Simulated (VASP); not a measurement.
# GaP (R-3m) in VASP: a series of runs

The runs below take GaP through single point, with PBEsol.

Program: VASP 6.6.1. These are calculated values, not measurements. Logs are shortened: lines on timing, memory, paths and dates and some standing lists are left out, and cuts for length are marked.

## (1) The cell of the first run

The structure is trigonal, space group R-3m (No. 166). Conventional cell: a = 3.738 Å, b = 3.738 Å, c = 18.845 Å, α = 90.00°, β = 90.00°, γ = 120.00°. Within 3.0 Å of Ga (site symmetry 3m) lie 1 Ga at 2.28 Å and 3 P at 2.43 Å. P (site symmetry 3m) has 1 P at 1.78 Å within 2.4 Å.

## (2) Single point, PBEsol (strained and its atoms moved)

Contents of INCAR:

```
SYSTEM = GaP
PREC = Accurate
ENCUT = 520
EDIFF = 1E-7
ISMEAR = 0
SIGMA = 0.02
LREAL = .FALSE.
LASPH = .TRUE.
NELM = 60
ALGO = Normal
ISIF = 2
LWAVE = .FALSE.
LCHARG = .TRUE.
GGA = PS
LELF = .TRUE.
LVHAR = .TRUE.
NBANDS = 26
```

Contents of KPOINTS:

```
regular mesh
0
G
  9 9 9
  0 0 0
```

Contents of POSCAR:

```
GaP
1.0
    1.8688308561      1.0789699978      6.2817439222
   -1.8688308561      1.0789699978      6.2817439222
    0.0000000000     -2.1579399956      6.2817439222
Ga P
2 2
Direct
    0.4395848566      0.4395848566      0.4395848566
    0.5604151434      0.5604151434      0.5604151434
    0.0472324616      0.0472324616      0.0472324616
    0.9527675384      0.9527675384      0.9527675384
```

Potentials or basis: VASP PAW PBE potentials, release 64 (Ga_d, P).

The run is started by

```bash
cat potpaw_PBE.64/Ga_d/POTCAR potpaw_PBE.64/P/POTCAR > POTCAR
mpirun -np 1 vasp_std > vasp.out
```

OUTCAR:

```text
SYSTEM = GaP
   PREC = Accurate
   ENCUT = 520
   EDIFF = 1E-7
   ISMEAR = 0
   LREAL = .FALSE.
   LASPH = .TRUE.
   NELM = 60
   ISIF = 2
   GGA = PS

 ion  position               nearest neighbor table
   1  0.440  0.440  0.440-   2 2.28   3 2.43   3 2.43   3 2.43
   2  0.560  0.560  0.560-   1 2.28   4 2.43   4 2.43   4 2.43
   3  0.047  0.047  0.047-   4 1.78   1 2.43   1 2.43   1 2.43
   4  0.953  0.953  0.953-   3 1.78   2 2.43   2 2.43   2 2.43

  LATTYP: Found a trigonal (rhomboedric) cell.
 ALAT       =     6.6420638155
 COS(alpha) =     0.8416697491

  Lattice vectors:

 A1 = (   1.8688308561,   1.0789699978,   6.2817439222)
 A2 = (  -1.8688308561,   1.0789699978,   6.2817439222)
 A3 = (   0.0000000000,  -2.1579399956,   6.2817439222)

Analysis of symmetry for initial positions (statically):
=====================================================================
 Subroutine PRICEL returns:
 Original cell was already a primitive cell.

 Routine SETGRP: Setting up the symmetry group for a
 trigonal (rhombohedral) supercell.

 Subroutine GETGRP returns: Found 12 space group operations
 (whereof 12 operations were pure point group operations)
 out of a pool of 12 trial point group operations.

The static configuration has the point symmetry D_3d.

Analysis of symmetry for dynamics (positions and initial velocities):
=====================================================================
 Subroutine PRICEL returns:
 Original cell was already a primitive cell.

 Routine SETGRP: Setting up the symmetry group for a
 trigonal (rhombohedral) supercell.

 Subroutine GETGRP returns: Found 12 space group operations
 (whereof 12 operations were pure point group operations)
 out of a pool of 12 trial point group operations.

The dynamic configuration has the point symmetry D_3d.

 Subroutine INISYM returns: Found 12 space group operations
 (whereof 12 operations are pure point group operations),
 and found     1 'primitive' translations

----------------------------------------------------------------------------------------

                                     Primitive cell

  volume of cell :      75.9995

  direct lattice vectors                    reciprocal lattice vectors
     1.868830856  1.078969998  6.281743922     0.267546952  0.154468305  0.053063821
    -1.868830856  1.078969998  6.281743922    -0.267546952  0.154468305  0.053063821
[... 83 lines left out ...]
   ISPIN  =      1    spin polarized calculation?
   LNONCOLLINEAR =      F non collinear calculations
   LSORBIT =      F    spin-orbit coupling
   LASPH  =      T    aspherical Exc in radial PAW
   ENCUT  =  520.0 eV  38.22 Ry    6.18 a.u.  12.35 12.35 12.35*2*pi/ulx,y,z
   NELM   =     60;   NELMIN=  2; NELMDL= -5     # of ELM steps
   EDIFF  = 0.1E-06   stopping-criterion for ELM
   LREAL  =      F    real-space projection
   EDIFFG = 0.1E-05   stopping-criterion for IOM
   NSW    =      0    number of steps for IOM
   IBRION =     -1    ionic relax: 0-MD 1-quasi-New 2-CG
   NFREE  =      0    steps in history (QN), initial steepest desc. (CG)
   ISIF   =      2    stress and relaxation
   ISYM   =      2    0-nonsym 1-usesym 2-fastsym
   POTIM  = 0.5000    time-step for ionic-motion
   TEBEG  =    0.0;   TEEND  =   0.0 temperature during run
   PSTRESS=    0.0 pullay stress
   NELECT =      36.0000    total number of electrons
   NUPDOWN=      -1.0000    fix difference up-down
   EMIN   =  10.00;   EMAX   =-10.00  energy-range for DOS
   EFERMI =   0.00;   METHOD = LEGACY
   ISMEAR =     0;   SIGMA  =   0.02  broadening in eV -4-tet -1-fermi 0-gaus
   EFERMI_NEDOS =   21; number of points for ismear=-14 and -15
   IALGO  =     38    algorithm
   IMIX   =      4    mixing-type and parameters
     AMIX     =   0.40;   BMIX     =  1.00
     AMIX_MAG =   1.60;   BMIX_MAG =  1.00
  volume/ion in A,a.u.               =      19.00       128.22
  Fermi-wavevector in a.u.,A,eV,Ry     =   1.276161  2.411594 22.158261  1.628586
  Thomas-Fermi vector in A             =   2.408832
   LORBIT       =      0    0 simple, 1 ext, 2 COOP (PROOUT), +10 PAW based schemes
   GGA     = PS    functional components
   LHFCALC =     F    Hartree Fock is set to
   AEXX    =    0.0000 exact exchange contribution
   IVDW    =     0    specifies the selected vdW correction
   LEPSILON=     F    determine dielectric tensor
   LRPA    =     F    only Hartree local field effects (RPA)
 non-spin polarized calculation
 Gauss-broadening in eV      SIGMA  =   0.02
  energy-cutoff  :      520.00
  volume of cell :       76.00
 maximum number of plane-waves:      2065
 NGX is ok and might be reduce to    50
   NGX = 25   NGY = 25   NGZ = 25

 number of electron      36.0000004 magnetization

 Free energy of the ion-electron system (eV)
  ---------------------------------------------------
  ext. energy  EPLUGINS =         0.00000000
  ---------------------------------------------------
  free energy    TOTEN  =       -17.24080780 eV

  energy without entropy =      -17.24059892  energy(sigma->0) =      -17.24070336

 E-fermi :   6.1591     XC(G=0): -10.3021

 val. band max:        6.1586280580   @ k =   0.4444   0.4444   0.4444
 cond. band min:       6.1860107264   @ k =  -0.3333   0.3333   0.3333
 fundamental gap:      0.0273826685
 Fermi energy:         6.1590844604

 k-point     1 :       0.0000    0.0000    0.0000
  band No.  band energies     occupation
      1      -9.6060      2.00000
      2      -9.3724      2.00000
      3      -9.3724      2.00000
      4      -9.2971      2.00000
      5      -9.2760      2.00000
      6      -9.2760      2.00000
[... 685 lines left out ...]
     25      14.5275      0.00000
     26      15.5516      0.00000

 [... further k-points ...]
[... 5 lines left out ...]
  --------------------------------------------------------------------------------------
  -------------------------------------------------------------------------------------
  Total       -0.1672730     -0.1672730     21.8217538      0.0000000      0.0000000      0.0000000
  in kB       -3.5263510     -3.5263510    460.0334290      0.0000000      0.0000000      0.0000000
  external PRESSURE =     150.9935757 kB  Pullay stress =       0.0000000 kB

 VOLUME and BASIS-vectors are now :
 -----------------------------------------------------------------------------
  energy-cutoff  :      520.00
  volume of cell :       76.00
      direct lattice vectors                 reciprocal lattice vectors
     1.868830856  1.078969998  6.281743922     0.267546952  0.154468305  0.053063821
    -1.868830856  1.078969998  6.281743922    -0.267546952  0.154468305  0.053063821
     0.000000000 -2.157939996  6.281743922     0.000000000 -0.308936610  0.053063821

 POSITION                                       TOTAL-FORCE (eV/Angst)
 -----------------------------------------------------------------------------------
      0.00000      0.00000      8.28408         0.000000     -0.000000     -1.987242
      0.00000      0.00000     10.56115         0.000000      0.000000      1.987242
      0.00000      0.00000      0.89011         0.000000     -0.000000     12.311189
      0.00000      0.00000     17.95513         0.000000      0.000000    -12.311189
 -----------------------------------------------------------------------------------
    total drift:                               -0.000000     -0.000000     -0.000000

  FREE ENERGIE OF THE ION-ELECTRON SYSTEM (eV)
  ---------------------------------------------------
  free  energy   TOTEN  =       -17.2408078030 eV

  energy  without entropy=      -17.2405989179  energy(sigma->0) =      -17.24070336
```

OSZICAR:

```text
N       E                     dE             d eps       ncg     rms          rms(c)
DAV:   1     0.231964947431E+03    0.23196E+03   -0.16919E+04  4532   0.206E+03
DAV:   2     0.893845320382E+01   -0.22303E+03   -0.21413E+03  4774   0.438E+02
DAV:   3    -0.171188589915E+02   -0.26057E+02   -0.25571E+02  5462   0.119E+02
DAV:   4    -0.179784494876E+02   -0.85959E+00   -0.85578E+00  5196   0.219E+01
DAV:   5    -0.180026018408E+02   -0.24152E-01   -0.24125E-01  5922   0.344E+00    0.994E+00
DAV:   6    -0.173335213046E+02    0.66908E+00   -0.98683E-01  6988   0.141E+01    0.608E+00
DAV:   7    -0.172458038485E+02    0.87717E-01   -0.49302E-01  4950   0.365E+00    0.183E+00
DAV:   8    -0.172407513416E+02    0.50525E-02   -0.44712E-02  5536   0.184E+00    0.791E-01
DAV:   9    -0.172411333465E+02   -0.38200E-03   -0.65840E-03  5756   0.661E-01    0.214E-01
DAV:  10    -0.172407572474E+02    0.37610E-03   -0.81851E-04  5222   0.193E-01    0.797E-02
DAV:  11    -0.172408211270E+02   -0.63880E-04   -0.37538E-04  5890   0.142E-01    0.294E-02
DAV:  12    -0.172408074133E+02    0.13714E-04   -0.57822E-05  4772   0.493E-02    0.219E-02
DAV:  13    -0.172408074534E+02   -0.40081E-07   -0.74502E-06  6090   0.167E-02    0.773E-03
DAV:  14    -0.172408077695E+02   -0.31607E-06   -0.89827E-07  4878   0.705E-03    0.162E-03
DAV:  15    -0.172408078030E+02   -0.33517E-07   -0.10531E-07  3334   0.275E-03
   1 F= -.17240808E+02 E0= -.17240703E+02  d E =-.208885E-03
```

It took 6.3 min on 1 thread of Intel Xeon Platinum 8488C (Sapphire Rapids), shared host; peak memory 0.42 GiB.

Results:

```
Free energy            : -17.2408 eV
Pressure               : 15.1 GPa
Largest force          : 12.311 eV/Å
Band gap on the k mesh : zero (band 18 reaches 6.56 eV, above the bottom of band 19 at 5.79 eV)
```

Forces on the atoms (eV/Å):
```
Ga    0.000   0.000  -1.987
Ga    0.000   0.000   1.987
P     0.000   0.000  12.311
P     0.000   0.000 -12.311
```

Stress tensor (GPa, compression positive):
```
-0.35  0.00  0.00
 0.00 -0.35  0.00
 0.00  0.00 46.00
```

Caveat: the cell differs from its parent crystal (strained and its atoms moved); the PAW data sets were made with another functional, which shifts forces and pressure a little.

## (3) Single point, PBEsol (strained)

Contents of INCAR:

```
SYSTEM = GaP
PREC = Accurate
ENCUT = 520
EDIFF = 1E-6
ISMEAR = 0
SIGMA = 0.02
LREAL = .FALSE.
LASPH = .TRUE.
NELM = 80
ALGO = Normal
ISIF = 2
LWAVE = .FALSE.
LCHARG = .FALSE.
GGA = PS
NBANDS = 26
```

Contents of KPOINTS:

```
Automatic mesh
0
G
  9 9 9
  0 0 0
```

Contents of POSCAR:

```
GaP
1.0
    2.0015387926      1.1555889607      6.8174304035
   -2.0015387926      1.1555889607      6.8174304035
    0.0000000000     -2.3111779214      6.8174304035
Ga P
2 2
Direct
    0.4439449953      0.4439449953      0.4439449953
    0.5560550047      0.5560550047      0.5560550047
    0.0642742876      0.0642742876      0.0642742876
    0.9357257124      0.9357257124      0.9357257124
```

Potentials or basis: VASP PAW PBE potentials, release 64 (Ga_d, P).

The run is started by

```bash
cat potpaw_PBE.64/Ga_d/POTCAR potpaw_PBE.64/P/POTCAR > POTCAR
mpirun -np 1 vasp_std > vasp.out
```

Run time: 6.9 min. Hardware: 1 thread of Intel Xeon Platinum 8488C (Sapphire Rapids), shared host; peak memory 0.49 GiB.

Results (log left out):

| Quantity | Value |
| --- | --- |
| Free energy | -18.3121 eV |
| Pressure | -7.9 GPa |
| Largest force | 2.466 eV/Å |
| Band gap on the k mesh | zero (band 18 reaches 3.31 eV, above the bottom of band 19 at 3.23 eV) |

Forces on the atoms (eV/Å):
```
Ga   0.000  0.000 -2.466
Ga   0.000  0.000  2.466
P    0.000  0.000 -0.779
P    0.000  0.000  0.779
```

Stress tensor (GPa, compression positive):
```
-7.99  0.00  0.00
 0.00 -7.99  0.00
 0.00  0.00 -7.69
```

Levels at points of the mesh, in eV from the Fermi level:
```csv
k point,band 15,band 16,band 17,band 18,band 19,band 20,band 21,band 22
"(0.00, 0.00, 0.00)",-0.95,-0.40,0.05,0.05,0.32,1.79,2.32,3.53
```

Caveat: the cell differs from its parent crystal (strained); the PAW data sets were made with another functional, which shifts forces and pressure a little.

## (4) Single point, PBEsol (strained and its atoms moved)

Contents of INCAR:

```
SYSTEM = GaP
ALGO     = Normal         ! electronic algorithm
EDIFF    = 1E-6           ! SCF threshold, eV
ENCUT    = 520            ! plane-wave cutoff, eV
GGA      = PS             ! functional
ISIF     = 2              ! what is computed and relaxed
ISMEAR   = 0              ! smearing method
LASPH    = .TRUE.         ! aspherical terms in the spheres
LCHARG   = .FALSE.        ! write CHGCAR
LREAL    = .FALSE.        ! projectors in reciprocal space
LWAVE    = .FALSE.        ! write WAVECAR
NBANDS   = 26             ! bands
NELM     = 60             ! most SCF steps
PREC     = Accurate       ! precision mode
SIGMA    = 0.02           ! smearing width, eV
```

Contents of KPOINTS:

```
k-points
0
G
  9 9 9
  0 0 0
```

Contents of POSCAR:

```
GaP
1.0
    2.0190064990      1.1656739457      6.8752433863
   -2.0190064990      1.1656739457      6.8752433863
    0.0000000000     -2.3313478914      6.8752433863
Ga P
2 2
Direct
    0.4337471406      0.4337471406      0.4337471406
    0.5662528594      0.5662528594      0.5662528594
    0.0533019006      0.0533019006      0.0533019006
    0.9466980994      0.9466980994      0.9466980994
```

The run is started by

```bash
cat potpaw_PBE.64/Ga_d/POTCAR potpaw_PBE.64/P/POTCAR > POTCAR
mpirun -np 1 vasp_std > vasp.out
```

It took 7.3 min on 1 thread of Intel Xeon Platinum 8488C (Sapphire Rapids), shared host; peak memory 0.5 GiB.

The run converged. Its results:

```yaml
Free_energy: -18.7019 eV
Pressure: -8.6 GPa
Largest_force: 0.875 eV/Å
Band_gap_on_the_k_mesh: zero (filled and empty bands touch)
```

Forces on the atoms (eV/Å):
```
Ga   0.000  0.000 -0.042
Ga   0.000  0.000  0.042
P    0.000  0.000  0.875
P    0.000  0.000 -0.875
```

Stress tensor (GPa, compression positive):
```
-8.15  0.00  0.00
 0.00 -8.15  0.00
 0.00  0.00 -9.51
```

Levels at points of the mesh, in eV from the Fermi level:
| k point | band 15 | band 16 | band 17 | band 18 | band 19 | band 20 | band 21 | band 22 |
| --- | --- | --- | --- | --- | --- | --- | --- | --- |
| (0.00, 0.00, 0.00) | -1.86 | -0.82 | -0.02 | 0.00 | 0.00 | 0.79 | 2.71 | 3.48 |

Caveat: the cell differs from its parent crystal (strained and its atoms moved); the PAW data sets were made with another functional, which shifts forces and pressure a little.

## (5) Overview

```tsv
cell	gap on the mesh (eV)	pressure (GPa)	largest force (eV/Å)
a = 6.642 Å, angles 32.7°, 4 atoms	none	15.1	12.31
a = 7.199 Å, angles 32.3°, 4 atoms	none	-7.9	2.47
a = 7.260 Å, angles 32.3°, 4 atoms	none	-8.6	0.88
```

Alike in all rows: task single point; level PBEsol; potentials or basis VASP PAW PBE potentials, release 64 (Ga_d, P); no spin polarisation; k mesh 9 × 9 × 9; cutoff (eV) 520; smearing gaussian 0.02 eV.

Caveats: the PAW data sets were made with another functional, which shifts forces and pressure a little.

Absolute energies hang on the potentials; compare differences alone.
